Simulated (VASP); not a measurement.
# NbNiS4 (P4/mmm) in VASP: a series of runs

The runs below take NbNiS4 through single point, relaxation of cell and atoms, with PBE.

All numbers are computed with VASP 6.6.1; they aren't measurements. Logs are shortened: lines on timing, memory, paths and dates and some standing lists are left out, and cuts for length are marked.

**1. The cell of the first run**

Symmetry: P4/mmm, No. 123, tetragonal system. Conventional cell: a = 4.402 Å, b = 4.402 Å, c = 5.109 Å, α = 90.00°, β = 90.00°, γ = 90.00°. Nb (site symmetry 4/mmm) has 8 S at 2.58 Å and 4 Ni at 3.11 Å within 3.4 Å. Within 3.4 Å of Ni (site symmetry 4/mmm) lie 8 S at 2.58 Å and 4 Nb at 3.11 Å. S (site symmetry 2mm) has 6 S at 2.42 to 3.11 Å and 2 Nb at 2.58 Å and 2 Ni at 2.58 Å within 3.2 Å.

**2. Single point, PBE, collinear spin, ferromagnetic start**

The input, INCAR:

```
SYSTEM = NbNiS4
  PREC = Accurate
  ENCUT = 520
  EDIFF = 1E-7
  ISMEAR = 0
  SIGMA = 0.15
  LREAL = .FALSE.
  LASPH = .TRUE.
  NELM = 150
  ALGO = Normal
  ISIF = 2
  LWAVE = .FALSE.
  LCHARG = .FALSE.
  ISPIN = 2
  MAGMOM = 0 2 0 0 0 0
  LORBIT = 11
  LMAXMIX = 4
  GGA = PE
  NBANDS = 36
```

The input, KPOINTS:

```
regular mesh
0
G
  3 3 2
  0 0 0
```

The input, POSCAR:

```
NbNiS4
1.0
    4.4024624381      0.0000000000      0.0000000000
    0.0000000000      4.4024624381      0.0000000000
    0.0000000000      0.0000000000      5.1094883610
Nb Ni S
1 1 4
Direct
    0.5000000000      0.5000000000      0.0000000000
    0.0000000000      0.0000000000      0.0000000000
    0.0000000000      0.5000000000      0.2627916572
    0.5000000000      0.0000000000      0.2627916572
    0.0000000000      0.5000000000      0.7372083428
    0.5000000000      0.0000000000      0.7372083428
```

Potentials or basis: VASP PAW PBE potentials, release 64 (Nb_sv, Ni, S).

Run with:

```sh
> cat potpaw_PBE.64/Nb_sv/POTCAR potpaw_PBE.64/Ni/POTCAR potpaw_PBE.64/S/POTCAR > POTCAR
> mpirun -np 1 vasp_std > vasp.out
```

OUTCAR:

```text
SYSTEM = NbNiS4
   PREC = Accurate
   ENCUT = 520
   EDIFF = 1E-7
   ISMEAR = 0
   LREAL = .FALSE.
   LASPH = .TRUE.
   NELM = 150
   ISIF = 2
   ISPIN = 2
   LORBIT = 11
   GGA = PE

 ion  position               nearest neighbor table
   1  0.500  0.500  0.000-   3 2.58   4 2.58   5 2.58   6 2.58   4 2.58   6 2.58   3 2.58   5 2.58

   2  0.000  0.000  0.000-   3 2.58   4 2.58   5 2.58   6 2.58   3 2.58   5 2.58   4 2.58   6 2.58

   3  0.000  0.500  0.263-   5 2.42   2 2.58   1 2.58   2 2.58   1 2.58   5 2.69
   4  0.500  0.000  0.263-   6 2.42   2 2.58   1 2.58   1 2.58   2 2.58   6 2.69
   5  0.000  0.500  0.737-   3 2.42   2 2.58   1 2.58   2 2.58   1 2.58   3 2.69
   6  0.500  0.000  0.737-   4 2.42   2 2.58   1 2.58   1 2.58   2 2.58   4 2.69

  LATTYP: Found a simple tetragonal cell.
 ALAT       =     4.4024624381
 C/A-ratio  =     1.1605978320

  Lattice vectors:

 A1 = (   4.4024624381,   0.0000000000,   0.0000000000)
 A2 = (   0.0000000000,   4.4024624381,   0.0000000000)
 A3 = (   0.0000000000,   0.0000000000,   5.1094883610)

Analysis of symmetry for initial positions (statically):
=====================================================================
 Subroutine PRICEL returns:
 Original cell was already a primitive cell.

 Routine SETGRP: Setting up the symmetry group for a
 simple tetragonal supercell.

 Subroutine GETGRP returns: Found 16 space group operations
 (whereof 16 operations were pure point group operations)
 out of a pool of 16 trial point group operations.

The static configuration has the point symmetry D_4h.

Analysis of symmetry for dynamics (positions and initial velocities):
=====================================================================
 Subroutine PRICEL returns:
 Original cell was already a primitive cell.

 Routine SETGRP: Setting up the symmetry group for a
 simple tetragonal supercell.

 Subroutine GETGRP returns: Found 16 space group operations
 (whereof 16 operations were pure point group operations)
 out of a pool of 16 trial point group operations.

The dynamic configuration has the point symmetry D_4h.

Analysis of structural, dynamic, and magnetic symmetry:
=====================================================================
 Subroutine PRICEL returns:
 Original cell was already a primitive cell.

 Routine SETGRP: Setting up the symmetry group for a
 simple tetragonal supercell.

 Subroutine GETGRP returns: Found 16 space group operations
 (whereof 16 operations were pure point group operations)
 out of a pool of 16 trial point group operations.

The overall configuration has the point symmetry D_4h.

 Subroutine INISYM returns: Found 16 space group operations
 (whereof 16 operations are pure point group operations),
 and found     1 'primitive' translations

----------------------------------------------------------------------------------------

                                     Primitive cell

  volume of cell :      99.0304

  direct lattice vectors                    reciprocal lattice vectors
     4.402462438  0.000000000  0.000000000     0.227145606  0.000000000  0.000000000
     0.000000000  4.402462438  0.000000000     0.000000000  0.227145606  0.000000000
     0.000000000  0.000000000  5.109488361     0.000000000  0.000000000  0.195714312

  length of vectors
     4.402462438  4.402462438  5.109488361     0.227145606  0.227145606  0.195714312

  position of ions in fractional coordinates (direct lattice)
     0.500000000  0.500000000  0.000000000
     0.000000000  0.000000000  0.000000000
     0.000000000  0.500000000  0.262791657
     0.500000000  0.000000000  0.262791657
     0.000000000  0.500000000  0.737208343
     0.500000000  0.000000000  0.737208343

  ion indices of the primitive-cell ions
   primitive index   ion index
                 1           1
                 2           2
                 3           3
                 4           4
                 5           5
                 6           6
[... 28 lines left out ...]
            Coordinates               Weight
  0.000000  0.000000  0.000000      1.000000
  0.333333  0.000000  0.000000      4.000000
  0.333333  0.333333  0.000000      4.000000
  0.000000  0.000000  0.500000      1.000000
  0.333333  0.000000  0.500000      4.000000
  0.333333  0.333333  0.500000      4.000000
   k-points           NKPTS =      6   k-points in BZ     NKDIM =      6   number of bands    NBANDS=     36
   number of dos      NEDOS =    301   number of ions     NIONS =      6
   total plane-waves  NPLWV =  51840
   dimension x,y,z NGX =    36 NGY =   36 NGZ =   40
   dimension x,y,z NGXF=    72 NGYF=   72 NGZF=   80
   ions per type =               1   1   4
   NGX,Y,Z   is equivalent  to a cutoff of  13.59, 13.59, 13.01 a.u.
   NGXF,Y,Z  is equivalent  to a cutoff of  27.19, 27.19, 26.03 a.u.
 SYSTEM =  NbNiS4
   PREC   = accura    normal or accurate (medium, high low for compatibility)
   ISTART =      0    job   : 0-new  1-cont  2-samecut
   ICHARG =      2    charge: 1-file 2-atom 10-const
   ISPIN  =      2    spin polarized calculation?
   LNONCOLLINEAR =      F non collinear calculations
   LSORBIT =      F    spin-orbit coupling
   LASPH  =      T    aspherical Exc in radial PAW
   ENCUT  =  520.0 eV  38.22 Ry    6.18 a.u.   8.19  8.19  9.50*2*pi/ulx,y,z
   NELM   =    150;   NELMIN=  2; NELMDL= -5     # of ELM steps
   EDIFF  = 0.1E-06   stopping-criterion for ELM
   LREAL  =      F    real-space projection
   EDIFFG = 0.1E-05   stopping-criterion for IOM
   NSW    =      0    number of steps for IOM
   IBRION =     -1    ionic relax: 0-MD 1-quasi-New 2-CG
   NFREE  =      0    steps in history (QN), initial steepest desc. (CG)
   ISIF   =      2    stress and relaxation
   ISYM   =      2    0-nonsym 1-usesym 2-fastsym
   POTIM  = 0.5000    time-step for ionic-motion
   TEBEG  =    0.0;   TEEND  =   0.0 temperature during run
   PSTRESS=    0.0 pullay stress
   NELECT =      47.0000    total number of electrons
   NUPDOWN=      -1.0000    fix difference up-down
   EMIN   =  10.00;   EMAX   =-10.00  energy-range for DOS
   EFERMI =   0.00;   METHOD = LEGACY
   ISMEAR =     0;   SIGMA  =   0.15  broadening in eV -4-tet -1-fermi 0-gaus
   EFERMI_NEDOS =   21; number of points for ismear=-14 and -15
   IALGO  =     38    algorithm
   IMIX   =      4    mixing-type and parameters
     AMIX     =   0.40;   BMIX     =  1.00
     AMIX_MAG =   1.60;   BMIX_MAG =  1.00
  volume/ion in A,a.u.               =      16.51       111.38
  Fermi-wavevector in a.u.,A,eV,Ry     =   1.276981  2.413145 22.186765  1.630681
  Thomas-Fermi vector in A             =   2.409607
   LORBIT       =     11    0 simple, 1 ext, 2 COOP (PROOUT), +10 PAW based schemes
   GGA     = PE    functional components
   LHFCALC =     F    Hartree Fock is set to
   AEXX    =    0.0000 exact exchange contribution
   IVDW    =     0    specifies the selected vdW correction
   LEPSILON=     F    determine dielectric tensor
   LRPA    =     F    only Hartree local field effects (RPA)
 spin polarized calculation
 Gauss-broadening in eV      SIGMA  =   0.15
  energy-cutoff  :      520.00
  volume of cell :       99.03
 maximum number of plane-waves:      2672
 NGX is ok and might be reduce to    36
   NGX = 17   NGY = 17   NGZ = 19

 number of electron      47.0000009 magnetization       0.0006056

 number of electron      47.0000009 magnetization      -0.0003102

 Free energy of the ion-electron system (eV)
  ---------------------------------------------------
  ext. energy  EPLUGINS =         0.00000000
  ---------------------------------------------------
  free energy    TOTEN  =       -33.73673389 eV

  energy without entropy =      -33.69109530  energy(sigma->0) =      -33.71391459

 E-fermi :   8.0252     XC(G=0): -11.0200

 val. band max:        7.9377290409   @ k =   0.3333   0.3333   0.5000
 cond. band min:       8.0575785670   @ k =   0.3333   0.3333   0.0000
 fundamental gap:      0.1198495260
 Fermi energy:         8.0251770588

 spin component 1

 k-point     1 :       0.0000    0.0000    0.0000
  band No.  band energies     occupation
      1     -48.0715      1.00000
      2     -24.1965      1.00000
      3     -24.1965      1.00000
      4     -23.9817      1.00000
      5      -7.8430      1.00000
      6      -5.9502      1.00000
[... 217 lines left out ...]
     34      15.6048      0.00000
     35      15.7966      0.00000
 Fermi energy:         8.0251770588

 spin component 2

 k-point     1 :       0.0000    0.0000    0.0000
  band No.  band energies     occupation
      1     -48.0716      1.00000
      2     -24.1966      1.00000
      3     -24.1966      1.00000
      4     -23.9819      1.00000
      5      -7.8430      1.00000
      6      -5.9502      1.00000
[... 217 lines left out ...]
     34      15.6047      0.00000
     35      15.7966      0.00000
 [bands above 35 left out]

------------------------ aborting loop because EDIFF is reached ----------------------------------------

  FORCE on cell =-STRESS in cart. coord.  units (eV):
  Direction    XX          YY          ZZ          XY          YZ          ZX
  --------------------------------------------------------------------------------------
  -------------------------------------------------------------------------------------
  Total       -0.0293544     -0.0293544      0.0970934      0.0000000      0.0000000      0.0000000
  in kB       -0.4749142     -0.4749142      1.5708380      0.0000000      0.0000000      0.0000000
  external PRESSURE =       0.2070032 kB  Pullay stress =       0.0000000 kB

 VOLUME and BASIS-vectors are now :
 -----------------------------------------------------------------------------
  energy-cutoff  :      520.00
  volume of cell :       99.03
      direct lattice vectors                 reciprocal lattice vectors
     4.402462438  0.000000000  0.000000000     0.227145606  0.000000000  0.000000000
     0.000000000  4.402462438  0.000000000     0.000000000  0.227145606  0.000000000
     0.000000000  0.000000000  5.109488361     0.000000000  0.000000000  0.195714312

 POSITION                                       TOTAL-FORCE (eV/Angst)
 -----------------------------------------------------------------------------------
      2.20123      2.20123      0.00000         0.000000     -0.000000      0.000000
      0.00000      0.00000      0.00000         0.000000     -0.000000      0.000000
      0.00000      2.20123      1.34273        -0.000000      0.000000     -0.064070
      2.20123      0.00000      1.34273         0.000000     -0.000000     -0.064070
      0.00000      2.20123      3.76676         0.000000      0.000000      0.064070
      2.20123      0.00000      3.76676         0.000000      0.000000      0.064070
 -----------------------------------------------------------------------------------
    total drift:                                0.000000      0.000000      0.000000

  FREE ENERGIE OF THE ION-ELECTRON SYSTEM (eV)
  ---------------------------------------------------
  free  energy   TOTEN  =       -33.7367338853 eV

  energy  without entropy=      -33.6910953031  energy(sigma->0) =      -33.71391459

 total charge

# of ion       s       p       d       tot
------------------------------------------
    1        2.147   6.019   2.304  10.470
    2        0.303   0.342   8.398   9.043
    3        1.393   2.243   0.000   3.635
    4        1.393   2.243   0.000   3.635
    5        1.393   2.243   0.000   3.635
    6        1.393   2.243   0.000   3.635
--------------------------------------------------
tot          8.020  15.331  10.702  34.053

 magnetization (x)

# of ion       s       p       d       tot
------------------------------------------
    1       -0.000  -0.000  -0.000  -0.000
    2        0.000   0.000  -0.000  -0.000
    3        0.000   0.000   0.000   0.000
    4        0.000   0.000   0.000   0.000
    5        0.000   0.000   0.000   0.000
    6        0.000   0.000   0.000   0.000
--------------------------------------------------
tot          0.000   0.000  -0.000  -0.000
```

It took 33 s on 1 thread of Intel Xeon 6975P-C (Granite Rapids), shared host; peak memory 0.26 GiB.

Results:

```yaml
Free_energy: -33.7367 eV
Pressure: 0.0 GPa
Largest_force: 0.064 eV/Å
Net_moment: 0.00 μB per cell
Valence_electrons_inside_the_program's_atomic_spheres: Nb 10.47; Ni 9.04; S 3.63
```

Forces on the atoms (eV/Å):
```
Nb   0.000  0.000  0.000
Ni   0.000  0.000  0.000
S    0.000  0.000 -0.064
S    0.000  0.000 -0.064
S    0.000  0.000  0.064
S    0.000  0.000  0.064
```

Levels at points of the mesh, in eV from the Fermi level:
Spin up:
```
           k point  band 20  band 21  band 22  band 23  band 24  band 25  band 26  band 27
(0.00, 0.00, 0.00)    -1.53    -1.22    -0.43     0.30     0.91     0.91     2.23     2.51
(0.00, 0.00, 0.50)    -1.22    -1.09    -1.09    -0.98    -0.10    -0.10     0.32     1.38
```
Spin down:
```csv
k point,band 20,band 21,band 22,band 23,band 24,band 25,band 26,band 27
"(0.00, 0.00, 0.00)",-1.53,-1.22,-0.43,0.29,0.91,0.91,2.23,2.51
"(0.00, 0.00, 0.50)",-1.22,-1.09,-1.09,-0.98,-0.10,-0.10,0.32,1.38
```

Caveat: the k points lie up to 0.61 Å⁻¹ apart; the starting moments collapsed, and a magnetic state may lie lower. With open d or f shells a metallic result of PBE can be an artefact of self-interaction; +U or a hybrid may open a gap.

**3. Relaxation of cell and atoms, PBE, collinear spin, ferromagnetic start**

This run uses another cell than the first one, of 24.09 Å³/atom, 1.459 times its volume.

The input, INCAR:

```
ALGO     = Normal         # electronic algorithm
EDIFF    = 1E-6           # SCF threshold, eV
EDIFFG   = -0.08          # ionic threshold
ENCUT    = 600            # plane-wave cutoff, eV
GGA      = PE             # functional
IBRION   = 2              # ionic algorithm
ISIF     = 3              # what is computed and relaxed
ISMEAR   = 0              # smearing method
ISPIN    = 2              # spin polarisation
LASPH    = T              # aspherical terms in the spheres
LCHARG   = F              # write CHGCAR
LMAXMIX  = 4              # l up to which the mixer works
LORBIT   = 11             # projections on sites
LREAL    = F              # projectors in reciprocal space
LWAVE    = F              # write WAVECAR
MAGMOM   = 0 2 0 0 0 0    # initial moments
NELM     = 150            # most SCF steps
NSW      = 36             # ionic steps
PREC     = Accurate       # precision mode
SIGMA    = 0.15           # smearing width, eV
```

The input, KPOINTS:

```
k-points
0
Gamma
  3 3 2
```

The input, POSCAR:

```
NbNiS4
1.0
    5.1854381000      0.0000000000      0.0000000000
    0.0000000000      5.1854381000      0.0000000000
    0.0000000000      0.0000000000      5.3748195700
Nb Ni S
1 1 4
Direct
    0.5000000000      0.5000000000      0.0000000000
    0.0000000000      0.0000000000      0.0000000000
    0.0000000000      0.5000000000      0.2945223200
    0.5000000000      0.0000000000      0.2945223200
    0.0000000000      0.5000000000      0.7054776800
    0.5000000000      0.0000000000      0.7054776800
```

Potentials or basis: VASP PAW PBE potentials, release 64 (Nb_sv, Ni, S).

Run with:

```sh
> cat potpaw_PBE.64/Nb_sv/POTCAR potpaw_PBE.64/Ni/POTCAR potpaw_PBE.64/S/POTCAR > POTCAR
> mpirun -np 1 vasp_std > vasp.out
```

Wall time 5.9 min (1 thread of Intel Xeon 6975P-C (Granite Rapids), shared host); peak memory 0.38 GiB.

It converged, with:

```
Free energy                                           : -33.7426 eV
Relaxed volume                                        : 16.53 Å³/atom
Relaxed cell                                          : a = 4.407 Å, b = 4.407 Å, c = 5.106 Å, α = 90.00°, β = 90.00°, γ = 90.00°
Space group after relaxing (to 0.05 Å)                : P4/mmm (No. 123)
Energy gained by relaxing                             : 800.9 meV/atom
Ionic steps                                           : 9
Pressure after relaxing                               : 0.0 GPa
Largest force after relaxing                          : 0.034 eV/Å
Net moment                                            : 0.00 μB per cell
Valence electrons inside the program's atomic spheres : Nb 10.47; Ni 9.04; S 3.63
```

Forces on the atoms (eV/Å):
```
Nb   0.000  0.000  0.000
Ni   0.000  0.000  0.000
S    0.000  0.000 -0.034
S    0.000  0.000 -0.034
S    0.000  0.000  0.034
S    0.000  0.000  0.034
```

Stress tensor (GPa, compression positive):
```
-0.23  0.00  0.00
 0.00 -0.23  0.00
 0.00  0.00  0.39
```

The path:
```
step  energy change (eV)  largest force (eV/Å)  pressure (GPa)  volume (Å³)
   1              0.0000                1.2907          -16.64       144.52
   2             -4.2715                1.6981           -0.31        98.17
   3             -4.3046                1.5719            3.16        95.25
   4             -4.6241                0.1767            8.03        93.20
   5             -4.6879                0.2893            6.13        93.83
   6             -4.7687                0.3171           -3.13       101.64
   7             -4.7906                0.2991           -0.45        99.05
   8             -4.8047                0.0890           -0.08        99.14
   9             -4.8053                0.0338           -0.02        99.16
```

Final structure:
```
Nb Ni S
1.0
     4.40693    0.00000    0.00000
     0.00000    4.40693    0.00000
     0.00000    0.00000    5.10600
Nb Ni S
1 1 4
Direct
  0.50000 0.50000 0.00000
  0.00000 0.00000 0.00000
  0.00000 0.50000 0.26230
  0.50000 0.00000 0.26230
  0.00000 0.50000 0.73770
  0.50000 0.00000 0.73770
```

Levels at points of the mesh, in eV from the Fermi level:
Spin up:
| k point | band 21 | band 22 | band 23 | band 24 | band 25 | band 26 |
| --- | --- | --- | --- | --- | --- | --- |
| (0.00, 0.00, 0.00) | -1.22 | -0.42 | 0.29 | 0.91 | 0.91 | 2.21 |
| (0.00, 0.00, 0.50) | -1.11 | -1.11 | -0.99 | -0.09 | -0.09 | 0.31 |
Spin down:
```csv
k point,band 19,band 20,band 21,band 22,band 23,band 24,band 25,band 26,band 27,band 28
"(0.00, 0.00, 0.00)",-1.96,-1.52,-1.22,-0.42,0.29,0.91,0.91,2.21,2.54,2.87
"(0.00, 0.00, 0.50)",-2.25,-1.22,-1.11,-1.11,-0.99,-0.09,-0.09,0.31,1.38,2.98
```

Caveat: the k points lie up to 0.62 Å⁻¹ apart in the final cell; the starting moments collapsed, and a magnetic state may lie lower; the volume moved by over 15 % at a fixed basis, so the end points are rough; the relaxation stopped at a loose force limit of 0.08 eV/Å, so its end isn't a converged minimum. With open d or f shells a metallic result of PBE can be an artefact of self-interaction; +U or a hybrid may open a gap.
